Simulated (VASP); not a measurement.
# CdS (CsCl type) (Pm-3m) in VASP: further runs

Runs on CdS (CsCl type). Level: PBE. Tasks: density of states.

Program: VASP 6.6.1. These are calculated values, not measurements. Logs are shortened: lines on timing, memory, paths and dates and some standing lists are left out, and cuts for length are marked.

### 1 The cell of the first run

Symmetry: Pm-3m, No. 221, cubic system. Conventional cell: a = 2.939 Å, b = 2.939 Å, c = 2.939 Å, α = 90.00°, β = 90.00°, γ = 90.00°. Within 3.4 Å of Cd (site symmetry m-3m) lie 8 S at 2.55 Å and 6 Cd at 2.94 Å. Within 3.4 Å of S (site symmetry m-3m) lie 8 Cd at 2.55 Å and 6 S at 2.94 Å.

### 2 Density of states, PBE (volume scaled by 0.64)

POSCAR

```
CdS
1.0
    2.9388191965      0.0000000000      0.0000000000
    0.0000000000      2.9388191965      0.0000000000
    0.0000000000      0.0000000000      2.9388191965
Cd S
1 1
Direct
    0.0000000000      0.0000000000      0.0000000000
    0.5000000000      0.5000000000      0.5000000000
```

INCAR.step1

```
PREC = Accurate
ENCUT = 400
EDIFF = 1E-6
ISMEAR = -1
SIGMA = 0.05
LREAL = F
LASPH = T
NELM = 120
ALGO = Normal
ISIF = 2
LWAVE = F
LCHARG = T
GGA = PE
NBANDS = 16
GGA_COMPAT = F
NEDOS = 2001
LORBIT = 11
```

KPOINTS.step1

```
regular mesh
0
Gamma
  14 14 14
```

INCAR.step2

```
PREC = Accurate
ENCUT = 400
EDIFF = 1E-6
ISMEAR = -5
SIGMA = 0.05
LREAL = F
LASPH = T
NELM = 120
ALGO = Normal
ISIF = 2
LWAVE = F
LCHARG = F
GGA = PE
LORBIT = 11
NEDOS = 2001
ICHARG = 11
GGA_COMPAT = F
```

KPOINTS.step2

```
regular mesh
0
Gamma
  21 21 21
```

Potentials or basis: VASP PAW PBE potentials, release 64 (Cd, S).

Run with:

```bash
> cat potpaw_PBE.64/Cd/POTCAR potpaw_PBE.64/S/POTCAR > POTCAR
> cp INCAR.step1 INCAR
> cp KPOINTS.step1 KPOINTS
> mpirun -np 1 vasp_std > vasp.out
> cp INCAR.step2 INCAR
> cp KPOINTS.step2 KPOINTS
> mpirun -np 1 vasp_std > vasp.out
```

OUTCAR:

```text
PREC = Accurate
   ENCUT = 400
   EDIFF = 1E-6
   ISMEAR = -5
   LREAL = F
   LASPH = T
   NELM = 120
   ISIF = 2
   GGA = PE
   LORBIT = 11
   ICHARG = 11

 ion  position               nearest neighbor table
   1  0.000  0.000  0.000-   2 2.55   2 2.55   2 2.55   2 2.55   2 2.55   2 2.55   2 2.55   2 2.55

   2  0.500  0.500  0.500-   1 2.55   1 2.55   1 2.55   1 2.55   1 2.55   1 2.55   1 2.55   1 2.55

  LATTYP: Found a simple cubic cell.
 ALAT       =     2.9388191965

  Lattice vectors:

 A1 = (   2.9388191965,   0.0000000000,   0.0000000000)
 A2 = (   0.0000000000,   2.9388191965,   0.0000000000)
 A3 = (   0.0000000000,   0.0000000000,   2.9388191965)

Analysis of symmetry for initial positions (statically):
=====================================================================
 Subroutine PRICEL returns:
 Original cell was already a primitive cell.

 Routine SETGRP: Setting up the symmetry group for a
 simple cubic supercell.

 Subroutine GETGRP returns: Found 48 space group operations
 (whereof 48 operations were pure point group operations)
 out of a pool of 48 trial point group operations.

The static configuration has the point symmetry O_h .

Analysis of symmetry for dynamics (positions and initial velocities):
=====================================================================
 Subroutine PRICEL returns:
 Original cell was already a primitive cell.

 Routine SETGRP: Setting up the symmetry group for a
 simple cubic supercell.

 Subroutine GETGRP returns: Found 48 space group operations
 (whereof 48 operations were pure point group operations)
 out of a pool of 48 trial point group operations.

The dynamic configuration has the point symmetry O_h .

 Subroutine INISYM returns: Found 48 space group operations
 (whereof 48 operations are pure point group operations),
 and found     1 'primitive' translations

----------------------------------------------------------------------------------------

                                     Primitive cell

  volume of cell :      25.3816

  direct lattice vectors                    reciprocal lattice vectors
     2.938819196  0.000000000  0.000000000     0.340272719  0.000000000  0.000000000
     0.000000000  2.938819196  0.000000000     0.000000000  0.340272719  0.000000000
     0.000000000  0.000000000  2.938819196     0.000000000  0.000000000  0.340272719

  length of vectors
     2.938819196  2.938819196  2.938819196     0.340272719  0.340272719  0.340272719

  position of ions in fractional coordinates (direct lattice)
     0.000000000  0.000000000  0.000000000
     0.500000000  0.500000000  0.500000000

  ion indices of the primitive-cell ions
   primitive index   ion index
                 1           1
                 2           2

----------------------------------------------------------------------------------------

 KPOINTS: regular mesh

Automatic generation of k-mesh.
 Grid dimensions read from file:
 generate k-points for:   21   21   21

 Generating k-lattice:

  Cartesian coordinates                     Fractional coordinates (reciprocal lattice)
     0.016203463  0.000000000  0.000000000     0.047619048  0.000000000  0.000000000
     0.000000000  0.016203463  0.000000000     0.000000000  0.047619048  0.000000000
     0.000000000  0.000000000  0.016203463     0.000000000  0.000000000  0.047619048

  Length of vectors
     0.016203463  0.016203463  0.016203463

  Shift w.r.t. Gamma in fractional coordinates (k-lattice)
     0.000000000  0.000000000  0.000000000

 TETIRR: Found   4601 inequivalent tetrahedra from    55566

 Subroutine IBZKPT returns following result:
 ===========================================

 Found    286 irreducible k-points:

 Following reciprocal coordinates:
            Coordinates               Weight
  0.000000  0.000000  0.000000      1.000000
  0.047619  0.000000  0.000000      6.000000
  0.095238  0.000000  0.000000      6.000000
  0.142857  0.000000  0.000000      6.000000
  0.190476  0.000000  0.000000      6.000000
  0.238095  0.000000  0.000000      6.000000
[... 16 lines left out ...]
  0.142857  0.095238  0.000000     24.000000
  0.190476  0.095238  0.000000     24.000000
 [... further k-points ...]
   k-points           NKPTS =    286   k-points in BZ     NKDIM =    286   number of bands    NBANDS=     13
   number of dos      NEDOS =   2001   number of ions     NIONS =      2
   total plane-waves  NPLWV =   8000
   dimension x,y,z NGX =    20 NGY =   20 NGZ =   20
   dimension x,y,z NGXF=    40 NGYF=   40 NGZF=   40
   ions per type =               1   1
   NGX,Y,Z   is equivalent  to a cutoff of  11.31, 11.31, 11.31 a.u.
   NGXF,Y,Z  is equivalent  to a cutoff of  22.63, 22.63, 22.63 a.u.
 SYSTEM =  unknown system
   PREC   = accura    normal or accurate (medium, high low for compatibility)
   ISTART =      0    job   : 0-new  1-cont  2-samecut
   ICHARG =     11    charge: 1-file 2-atom 10-const
   ISPIN  =      1    spin polarized calculation?
   LNONCOLLINEAR =      F non collinear calculations
   LSORBIT =      F    spin-orbit coupling
   LASPH  =      T    aspherical Exc in radial PAW
   ENCUT  =  400.0 eV  29.40 Ry    5.42 a.u.   4.79  4.79  4.79*2*pi/ulx,y,z
   NELM   =    120;   NELMIN=  2; NELMDL=  0     # of ELM steps
   EDIFF  = 0.1E-05   stopping-criterion for ELM
   LREAL  =      F    real-space projection
   EDIFFG = 0.1E-04   stopping-criterion for IOM
   NSW    =      0    number of steps for IOM
   IBRION =     -1    ionic relax: 0-MD 1-quasi-New 2-CG
   NFREE  =      0    steps in history (QN), initial steepest desc. (CG)
   ISIF   =      2    stress and relaxation
   ISYM   =      2    0-nonsym 1-usesym 2-fastsym
   POTIM  = 0.5000    time-step for ionic-motion
   TEBEG  =    0.0;   TEEND  =   0.0 temperature during run
   PSTRESS=    0.0 pullay stress
   NELECT =      18.0000    total number of electrons
   NUPDOWN=      -1.0000    fix difference up-down
   EMIN   =  10.00;   EMAX   =-10.00  energy-range for DOS
   EFERMI =   0.00;   METHOD = LEGACY
   ISMEAR =    -5;   SIGMA  =   0.05  broadening in eV -4-tet -1-fermi 0-gaus
   EFERMI_NEDOS =   21; number of points for ismear=-14 and -15
   IALGO  =     38    algorithm
   IMIX   =      4    mixing-type and parameters
     AMIX     =   0.40;   BMIX     =  1.00
     AMIX_MAG =   1.60;   BMIX_MAG =  1.00
  volume/ion in A,a.u.               =      12.69        85.64
  Fermi-wavevector in a.u.,A,eV,Ry     =   1.459910  2.758830 28.998610  2.131338
  Thomas-Fermi vector in A             =   2.576422
   LORBIT       =     11    0 simple, 1 ext, 2 COOP (PROOUT), +10 PAW based schemes
   GGA     = PE    functional components
   LHFCALC =     F    Hartree Fock is set to
   AEXX    =    0.0000 exact exchange contribution
   IVDW    =     0    specifies the selected vdW correction
   LEPSILON=     F    determine dielectric tensor
   LRPA    =     F    only Hartree local field effects (RPA)
 non-spin polarized calculation
 Fermi weights with tetrahedron method with Bloechl corrections
  energy-cutoff  :      400.00
  volume of cell :       25.38
 maximum number of plane-waves:       474
 NGX is ok and might be reduce to    20

 number of electron      17.9999986 magnetization

 Free energy of the ion-electron system (eV)
  ---------------------------------------------------
  ext. energy  EPLUGINS =         0.00000000
  ---------------------------------------------------
  free energy    TOTEN  =        -2.19250703 eV

  energy without entropy =       -2.19250703  energy(sigma->0) =       -2.19250703

 E-fermi :   9.2793     XC(G=0): -13.1129

 val. band max:        9.3192145981   @ k =   0.3810   0.1429   0.0000
 cond. band min:       9.2706879145   @ k =   0.4286   0.3810   0.1429
 fundamental gap:     -0.0485266836
 Fermi energy:         9.2792572731

 k-point     1 :       0.0000    0.0000    0.0000
  band No.  band energies     occupation
      1      -8.2267      2.00000
      2      -1.4350      2.00000
      3      -1.4350      2.00000
      4       0.1872      2.00000
      5       0.1872      2.00000
      6       0.1872      2.00000
      7       6.9910      2.00000
      8       6.9910      2.00000
      9       6.9910      2.00000
     10      10.9214      0.00000
     11      15.3607      0.00000
     12      15.3607      0.00000
     13      25.5522      0.00000

 k-point     2 :       0.0476    0.0000    0.0000
  band No.  band energies     occupation
      1      -8.1926      2.00000
      2      -1.4293      2.00000
      3      -1.4222      2.00000
      4       0.1638      2.00000
      5       0.1638      2.00000
      6       0.1892      2.00000
      7       6.7044      2.00000
      8       7.0429      2.00000
      9       7.0429      2.00000
     10      11.1266      0.00000
     11      15.3514      0.00000
     12      15.5190      0.00000
     13      24.5752      0.00000

 k-point     3 :       0.0952    0.0000    0.0000
  band No.  band energies     occupation
      1      -8.0907      2.00000
      2      -1.4127      2.00000
      3      -1.3875      2.00000
      4       0.0973      2.00000
      5       0.0973      2.00000
      6       0.1952      2.00000
      7       6.0153      2.00000
      8       7.1947      2.00000
      9       7.1947      2.00000
     10      11.5697      0.00000
     11      15.3241      0.00000
     12      15.9905      0.00000
     13      23.3763      0.00000
[... 305 lines left out ...]
 k-point    23 :       0.1429    0.0952    0.0000
  band No.  band energies     occupation
      1      -7.7942      2.00000
      2      -1.3549      2.00000
      3      -1.2934      2.00000
      4      -0.0965      2.00000
      5      -0.0046      2.00000
      6       0.1372      2.00000
      7       5.3277      2.00000
      8       6.5087      2.00000
      9       7.6073      2.00000
     10      12.6810      0.00000
     11      15.7737      0.00000
     12      16.8405      0.00000
     13      20.7501      0.00000

 k-point    24 :       0.1905    0.0952    0.0000
  band No.  band energies     occupation
      1      -7.5712      2.00000
      2      -1.3271      2.00000
      3      -1.2461      2.00000
      4      -0.2140      2.00000
      5      -0.1181      2.00000
      6       0.1480      2.00000
      7       4.4849      2.00000
      8       6.7858      2.00000
      9       7.8982      2.00000
     10      13.0636      0.00000
     11      15.7811      0.00000
     12      17.6520      0.00000
     13      19.7677      0.00000

 [... further k-points ...]
[... 5 lines left out ...]
  --------------------------------------------------------------------------------------
  -------------------------------------------------------------------------------------
  Total       14.2354008     14.2354008     14.2354008     -0.0000000      0.0000000      0.0000000
  in kB      898.5901967    898.5901967    898.5901967     -0.0000000      0.0000000      0.0000000
  external PRESSURE =     898.5901967 kB  Pullay stress =       0.0000000 kB

 VOLUME and BASIS-vectors are now :
 -----------------------------------------------------------------------------
  energy-cutoff  :      400.00
  volume of cell :       25.38
      direct lattice vectors                 reciprocal lattice vectors
     2.938819196  0.000000000  0.000000000     0.340272719  0.000000000  0.000000000
     0.000000000  2.938819196  0.000000000     0.000000000  0.340272719  0.000000000
     0.000000000  0.000000000  2.938819196     0.000000000  0.000000000  0.340272719

 POSITION                                       TOTAL-FORCE (eV/Angst)
 -----------------------------------------------------------------------------------
      0.00000      0.00000      0.00000         0.000000      0.000000      0.000000
      1.46941      1.46941      1.46941         0.000000      0.000000      0.000000
 -----------------------------------------------------------------------------------
    total drift:                                0.000000      0.000000      0.000000

  FREE ENERGIE OF THE ION-ELECTRON SYSTEM (eV)
  ---------------------------------------------------
  free  energy   TOTEN  =        -2.1925070335 eV

  energy  without entropy=       -2.1925070335  energy(sigma->0) =       -2.19250703

 total charge

# of ion       s       p       d       tot
------------------------------------------
    1        0.477   0.461   9.639  10.577
    2        1.391   2.501   0.000   3.892
--------------------------------------------------
tot          1.868   2.962   9.639  14.468
```

Wall time 31 s (1 thread of Intel Xeon Platinum 8559C (Emerald Rapids), shared host); peak memory 0.18 GiB.

Results:

* Valence electrons inside the program's atomic spheres: Cd 10.58; S 3.89

Caveat: tetrahedron occupations give inexact forces and stress in metals.

### 3 Density of states, PBE (volume scaled by 0.72)

POSCAR

```
CdS
1.0
    3.0564951348      0.0000000000      0.0000000000
    0.0000000000      3.0564951348      0.0000000000
    0.0000000000      0.0000000000      3.0564951348
Cd S
1 1
Direct
    0.0000000000      0.0000000000      0.0000000000
    0.5000000000      0.5000000000      0.5000000000
```

INCAR.step1 is that of step 2.

KPOINTS.step1 is that of step 2.

Edit INCAR.step2 of step 2 so:

```diff
@@ -13,3 +13,3 @@
 GGA = PE
-LORBIT = 11
+LORBIT = 10
 NEDOS = 2001
```

KPOINTS.step2 is that of step 2.

Potentials or basis: VASP PAW PBE potentials, release 64 (Cd, S).

Run with:

```bash
> cat potpaw_PBE.64/Cd/POTCAR potpaw_PBE.64/S/POTCAR > POTCAR
> cp INCAR.step1 INCAR
> cp KPOINTS.step1 KPOINTS
> mpirun -np 1 vasp_std > vasp.out
> cp INCAR.step2 INCAR
> cp KPOINTS.step2 KPOINTS
> mpirun -np 1 vasp_std > vasp.out
```

It took 33 s on 1 thread of Intel Xeon Platinum 8559C (Emerald Rapids), shared host; peak memory 0.19 GiB.

The run converged. Its results:

| Quantity | Value |
| --- | --- |
| Valence electrons inside the program's atomic spheres | Cd 10.41; S 3.82 |

Levels at points of the mesh, in eV from the Fermi level:
| k point | band 5 | band 6 | band 7 | band 8 | band 9 | band 10 | band 11 | band 12 | band 13 |
| --- | --- | --- | --- | --- | --- | --- | --- | --- | --- |
| (0.00, 0.00, 0.00) | -8.70 | -8.70 | -1.92 | -1.92 | -1.92 | 0.74 | 6.29 | 6.29 | 15.23 |

Caveat: tetrahedron occupations give inexact forces and stress in metals.

(Part 1 of 2 ends here.)
